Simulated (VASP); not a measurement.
# Lu2ReP (P4/mmm) in VASP: single point with PBE

Aim: the single point of Lu2ReP with PBE.

Program: VASP 6.6.1. These are calculated values, not measurements. Logs are shortened: lines on timing, memory, paths and dates and some standing lists are left out, and cuts for length are marked.

### Step 1. The cell of the first run

Symmetry: P4/mmm, No. 123, tetragonal system. The conventional cell has a = 4.112 Å, b = 4.112 Å, c = 4.022 Å, α = 90.00°, β = 90.00°, γ = 90.00°. Within 3.8 Å of Lu (site symmetry mmm) lie 4 Re at 2.88 Å and 4 P at 2.88 Å and 4 Lu at 2.91 Å. Within 3.8 Å of Re (site symmetry 4/mmm) lie 8 Lu at 2.88 Å and 4 P at 2.91 Å. Within 3.8 Å of P (site symmetry 4/mmm) lie 8 Lu at 2.88 Å and 4 Re at 2.91 Å.

### Step 2. Single point, PBE

INCAR reads:

```
PREC = Accurate ; ENCUT = 520
EDIFF = 1E-6 ; ISMEAR = 0
SIGMA = 0.1 ; LREAL = False
LASPH = True ; NELM = 80
ALGO = Normal ; ISIF = 2
LWAVE = False ; LCHARG = True
GGA = PE ; LELF = True
LVHAR = True ; NBANDS = 39
```

KPOINTS reads:

```
regular mesh
0
Gamma
  4 4 4
```

POSCAR reads:

```
Lu2ReP
1.0
    4.1115526700      0.0000000000      0.0000000000
    0.0000000000      4.1115526700      0.0000000000
    0.0000000000      0.0000000000      4.0223863200
Lu Re P
2 1 1
Direct
    0.0000000000      0.5000000000      0.5000000000
    0.5000000000      0.0000000000      0.5000000000
    0.5000000000      0.5000000000      0.0000000000
    0.0000000000      0.0000000000      0.0000000000
```

Potentials or basis: VASP PAW PBE potentials, release 64 (Lu, Re, P).

Command:

```bash
> cat potpaw_PBE.64/Lu/POTCAR potpaw_PBE.64/Re/POTCAR potpaw_PBE.64/P/POTCAR > POTCAR
> mpirun -np 1 vasp_std > vasp.out
```

OUTCAR:

```text
PREC = Accurate
   ENCUT = 520
   EDIFF = 1E-6
   ISMEAR = 0
   LREAL = False
   LASPH = True
   NELM = 80
   ISIF = 2
   GGA = PE

 ion  position               nearest neighbor table
   1  0.000  0.500  0.500-   3 2.88   4 2.88   3 2.88   4 2.88   4 2.88   4 2.88   3 2.88   3 2.88
                             2 2.91   2 2.91   2 2.91   2 2.91
   2  0.500  0.000  0.500-   3 2.88   4 2.88   3 2.88   4 2.88   3 2.88   3 2.88   4 2.88   4 2.88
                             1 2.91   1 2.91   1 2.91   1 2.91
   3  0.500  0.500  0.000-   1 2.88   2 2.88   1 2.88   2 2.88   2 2.88   2 2.88   1 2.88   1 2.88
                             4 2.91   4 2.91   4 2.91   4 2.91
   4  0.000  0.000  0.000-   1 2.88   2 2.88   1 2.88   2 2.88   1 2.88   1 2.88   2 2.88   2 2.88
                             3 2.91   3 2.91   3 2.91   3 2.91

  LATTYP: Found a simple tetragonal cell.
 ALAT       =     4.1115526700
 C/A-ratio  =     0.9783132171

  Lattice vectors:

 A1 = (   4.1115526700,   0.0000000000,   0.0000000000)
 A2 = (   0.0000000000,   4.1115526700,   0.0000000000)
 A3 = (   0.0000000000,   0.0000000000,   4.0223863200)

Analysis of symmetry for initial positions (statically):
=====================================================================
 Subroutine PRICEL returns:
 Original cell was already a primitive cell.

 Routine SETGRP: Setting up the symmetry group for a
 simple tetragonal supercell.

 Subroutine GETGRP returns: Found 16 space group operations
 (whereof 16 operations were pure point group operations)
 out of a pool of 16 trial point group operations.

The static configuration has the point symmetry D_4h.

Analysis of symmetry for dynamics (positions and initial velocities):
=====================================================================
 Subroutine PRICEL returns:
 Original cell was already a primitive cell.

 Routine SETGRP: Setting up the symmetry group for a
 simple tetragonal supercell.

 Subroutine GETGRP returns: Found 16 space group operations
 (whereof 16 operations were pure point group operations)
 out of a pool of 16 trial point group operations.

The dynamic configuration has the point symmetry D_4h.

 Subroutine INISYM returns: Found 16 space group operations
 (whereof 16 operations are pure point group operations),
 and found     1 'primitive' translations

----------------------------------------------------------------------------------------

                                     Primitive cell

  volume of cell :      67.9979

  direct lattice vectors                    reciprocal lattice vectors
     4.111552670  0.000000000  0.000000000     0.243217120  0.000000000  0.000000000
     0.000000000  4.111552670  0.000000000     0.000000000  0.243217120  0.000000000
     0.000000000  0.000000000  4.022386320     0.000000000  0.000000000  0.248608642

  length of vectors
     4.111552670  4.111552670  4.022386320     0.243217120  0.243217120  0.248608642

  position of ions in fractional coordinates (direct lattice)
     0.000000000  0.500000000  0.500000000
     0.500000000  0.000000000  0.500000000
     0.500000000  0.500000000  0.000000000
     0.000000000  0.000000000  0.000000000

  ion indices of the primitive-cell ions
   primitive index   ion index
                 1           1
                 2           2
                 3           3
                 4           4

----------------------------------------------------------------------------------------

 KPOINTS: regular mesh

Automatic generation of k-mesh.
 Grid dimensions read from file:
 generate k-points for:    4    4    4

 Generating k-lattice:

  Cartesian coordinates                     Fractional coordinates (reciprocal lattice)
     0.060804280  0.000000000  0.000000000     0.250000000  0.000000000  0.000000000
     0.000000000  0.060804280  0.000000000     0.000000000  0.250000000  0.000000000
     0.000000000  0.000000000  0.062152160     0.000000000  0.000000000  0.250000000

  Length of vectors
     0.060804280  0.060804280  0.062152160

  Shift w.r.t. Gamma in fractional coordinates (k-lattice)
     0.000000000  0.000000000  0.000000000

 Subroutine IBZKPT returns following result:
 ===========================================

 Found     18 irreducible k-points:

 Following reciprocal coordinates:
            Coordinates               Weight
  0.000000  0.000000  0.000000      1.000000
  0.250000  0.000000  0.000000      4.000000
  0.500000  0.000000  0.000000      2.000000
  0.250000  0.250000  0.000000      4.000000
  0.500000  0.250000  0.000000      4.000000
  0.500000  0.500000  0.000000      1.000000
[... 10 lines left out ...]
  0.500000  0.250000  0.500000      4.000000
  0.500000  0.500000  0.500000      1.000000
   k-points           NKPTS =     18   k-points in BZ     NKDIM =     18   number of bands    NBANDS=     39
   number of dos      NEDOS =    301   number of ions     NIONS =      4
   total plane-waves  NPLWV =  30720
   dimension x,y,z NGX =    32 NGY =   32 NGZ =   30
   dimension x,y,z NGXF=    64 NGYF=   64 NGZF=   60
   ions per type =               2   1   1
   NGX,Y,Z   is equivalent  to a cutoff of  12.94, 12.94, 12.40 a.u.
   NGXF,Y,Z  is equivalent  to a cutoff of  25.88, 25.88, 24.80 a.u.
 SYSTEM =  unknown system
   PREC   = accura    normal or accurate (medium, high low for compatibility)
   ISTART =      0    job   : 0-new  1-cont  2-samecut
   ICHARG =      2    charge: 1-file 2-atom 10-const
   ISPIN  =      1    spin polarized calculation?
   LNONCOLLINEAR =      F non collinear calculations
   LSORBIT =      F    spin-orbit coupling
   LASPH  =      T    aspherical Exc in radial PAW
   ENCUT  =  520.0 eV  38.22 Ry    6.18 a.u.   7.64  7.64  7.48*2*pi/ulx,y,z
   NELM   =     80;   NELMIN=  2; NELMDL= -5     # of ELM steps
   EDIFF  = 0.1E-05   stopping-criterion for ELM
   LREAL  =      F    real-space projection
   EDIFFG = 0.1E-04   stopping-criterion for IOM
   NSW    =      0    number of steps for IOM
   IBRION =     -1    ionic relax: 0-MD 1-quasi-New 2-CG
   NFREE  =      0    steps in history (QN), initial steepest desc. (CG)
   ISIF   =      2    stress and relaxation
   ISYM   =      2    0-nonsym 1-usesym 2-fastsym
   POTIM  = 0.5000    time-step for ionic-motion
   TEBEG  =    0.0;   TEEND  =   0.0 temperature during run
   PSTRESS=    0.0 pullay stress
   NELECT =      62.0000    total number of electrons
   NUPDOWN=      -1.0000    fix difference up-down
   EMIN   =  10.00;   EMAX   =-10.00  energy-range for DOS
   EFERMI =   0.00;   METHOD = LEGACY
   ISMEAR =     0;   SIGMA  =   0.10  broadening in eV -4-tet -1-fermi 0-gaus
   EFERMI_NEDOS =   21; number of points for ismear=-14 and -15
   IALGO  =     38    algorithm
   IMIX   =      4    mixing-type and parameters
     AMIX     =   0.40;   BMIX     =  1.00
     AMIX_MAG =   1.60;   BMIX_MAG =  1.00
  volume/ion in A,a.u.               =      17.00       114.72
  Fermi-wavevector in a.u.,A,eV,Ry     =   1.587475  2.999893 34.287728  2.520077
  Thomas-Fermi vector in A             =   2.686627
   LORBIT       =      0    0 simple, 1 ext, 2 COOP (PROOUT), +10 PAW based schemes
   GGA     = PE    functional components
   LHFCALC =     F    Hartree Fock is set to
   AEXX    =    0.0000 exact exchange contribution
   IVDW    =     0    specifies the selected vdW correction
   LEPSILON=     F    determine dielectric tensor
   LRPA    =     F    only Hartree local field effects (RPA)
 non-spin polarized calculation
 Gauss-broadening in eV      SIGMA  =   0.10
  energy-cutoff  :      520.00
  volume of cell :       68.00
 maximum number of plane-waves:      1847
 NGX is ok and might be reduce to    32
   NGX = 15   NGY = 15   NGZ = 15

 number of electron      62.0000033 magnetization

 Free energy of the ion-electron system (eV)
  ---------------------------------------------------
  ext. energy  EPLUGINS =         0.00000000
  ---------------------------------------------------
  free energy    TOTEN  =       -27.06202805 eV

  energy without entropy =      -27.04841238  energy(sigma->0) =      -27.05522022

 E-fermi :   6.0366     XC(G=0): -12.7167

 val. band max:        6.0214645953   @ k =   0.5000   0.5000   0.5000
 cond. band min:       6.0937920794   @ k =   0.2500   0.0000   0.5000
 fundamental gap:      0.0723274841
 Fermi energy:         6.0366375919

 k-point     1 :       0.0000    0.0000    0.0000
  band No.  band energies     occupation
      1     -49.5318      2.00000
      2     -49.3511      2.00000
      3     -20.8445      2.00000
      4     -20.8445      2.00000
      5     -20.2863      2.00000
      6     -19.9612      2.00000
[... 31 lines left out ...]
     38      11.7697      0.00000
     39      13.7337      0.00000

 k-point     2 :       0.2500    0.0000    0.0000
  band No.  band energies     occupation
      1     -49.5050      2.00000
      2     -49.3772      2.00000
      3     -20.7312      2.00000
      4     -20.6997      2.00000
      5     -20.2426      2.00000
      6     -20.0125      2.00000
[... 31 lines left out ...]
     38      11.6092      0.00000
     39      11.9105      0.00000

 k-point     3 :       0.5000    0.0000    0.0000
  band No.  band energies     occupation
      1     -49.4411      2.00000
      2     -49.4403      2.00000
      3     -20.4823      2.00000
      4     -20.4174      2.00000
      5     -20.2746      2.00000
      6     -20.2017      2.00000
[... 31 lines left out ...]
     38       9.6733      0.00000
     39       9.9953      0.00000

 k-point     4 :       0.2500    0.2500    0.0000
  band No.  band energies     occupation
      1     -49.4857      2.00000
      2     -49.3953      2.00000
      3     -20.9725      2.00000
      4     -20.4137      2.00000
      5     -20.2696      2.00000
      6     -20.2117      2.00000
[... 31 lines left out ...]
     38      10.8307      0.00000
     39      10.9370      0.00000
[... 502 lines left out ...]
     38      10.5286      0.00000
     39      11.0317      0.00000

 k-point    17 :       0.5000    0.2500    0.5000
  band No.  band energies     occupation
      1     -49.4394      2.00000
      2     -49.4389      2.00000
      3     -20.9404      2.00000
      4     -20.7103      2.00000
      5     -20.1994      2.00000
      6     -20.1908      2.00000
[... 31 lines left out ...]
     38      10.5157      0.00000
     39      11.0619      0.00000

 k-point    18 :       0.5000    0.5000    0.5000
  band No.  band energies     occupation
      1     -49.4388      2.00000
      2     -49.4388      2.00000
      3     -21.1454      2.00000
      4     -20.9024      2.00000
      5     -20.1828      2.00000
      6     -20.1828      2.00000
[... 31 lines left out ...]
     38      10.6374      0.00000
     39      11.1431      0.00000

------------------------ aborting loop because EDIFF is reached ----------------------------------------

  FORCE on cell =-STRESS in cart. coord.  units (eV):
  Direction    XX          YY          ZZ          XY          YZ          ZX
  --------------------------------------------------------------------------------------
  -------------------------------------------------------------------------------------
  Total        7.8708748      7.8708748     -0.1500371      0.0000000     -0.0000000      0.0000000
  in kB      185.4548055    185.4548055     -3.5351987      0.0000000     -0.0000000      0.0000000
  external PRESSURE =     122.4581374 kB  Pullay stress =       0.0000000 kB

 VOLUME and BASIS-vectors are now :
 -----------------------------------------------------------------------------
  energy-cutoff  :      520.00
  volume of cell :       68.00
      direct lattice vectors                 reciprocal lattice vectors
     4.111552670  0.000000000  0.000000000     0.243217120  0.000000000  0.000000000
     0.000000000  4.111552670  0.000000000     0.000000000  0.243217120  0.000000000
     0.000000000  0.000000000  4.022386320     0.000000000  0.000000000  0.248608642

 POSITION                                       TOTAL-FORCE (eV/Angst)
 -----------------------------------------------------------------------------------
      0.00000      2.05578      2.01119         0.000000      0.000000      0.000000
      2.05578      0.00000      2.01119         0.000000      0.000000      0.000000
      2.05578      2.05578      0.00000         0.000000      0.000000      0.000000
      0.00000      0.00000      0.00000         0.000000      0.000000      0.000000
 -----------------------------------------------------------------------------------
    total drift:                                0.000000      0.000000     -0.000000

  FREE ENERGIE OF THE ION-ELECTRON SYSTEM (eV)
  ---------------------------------------------------
  free  energy   TOTEN  =       -27.0620280490 eV

  energy  without entropy=      -27.0484123833  energy(sigma->0) =      -27.05522022
```

Run time: 1.7 min. Hardware: 1 thread of Intel Xeon Platinum 8259CL at 2.50GHz (Skylake/Cascade Lake), shared host; peak memory 0.21 GiB.

What came out:

```
Free energy            : -27.0620 eV
Pressure               : 12.2 GPa
Band gap on the k mesh : zero (band 31 reaches 7.21 eV, above the bottom of band 32 at 4.21 eV)
```

Levels at points of the mesh, in eV from the Fermi level:
| k point | band 27 | band 28 | band 29 | band 30 | band 31 | band 32 | band 33 | band 34 | band 35 | band 36 |
| --- | --- | --- | --- | --- | --- | --- | --- | --- | --- | --- |
| (0.00, 0.00, 0.00) | -2.65 | -2.65 | -2.36 | -2.09 | -2.09 | -1.83 | 1.11 | 1.81 | 3.33 | 3.33 |
| (0.50, 0.00, 0.00) | -3.29 | -2.06 | -0.39 | -0.39 | 0.47 | 1.51 | 1.61 | 1.93 | 2.05 | 2.98 |
| (0.50, 0.50, 0.00) | -2.24 | -0.62 | -0.58 | -0.58 | 0.14 | 0.22 | 0.26 | 0.26 | 0.41 | 3.54 |
| (0.00, 0.00, 0.50) | -2.87 | -1.68 | -0.90 | -0.66 | -0.66 | -0.31 | 0.13 | 0.26 | 2.35 | 3.58 |
| (0.50, 0.00, 0.50) | -1.61 | -1.54 | -1.26 | -1.10 | 0.15 | 1.24 | 2.12 | 2.29 | 2.71 | 3.32 |
| (0.50, 0.50, 0.50) | -3.27 | -3.27 | -3.13 | -0.62 | -0.02 | 0.60 | 1.35 | 1.35 | 2.29 | 3.80 |

Caveat: the k points lie up to 0.39 Å⁻¹ apart; spin-orbit coupling is left out, which moves the levels of the heavy elements.
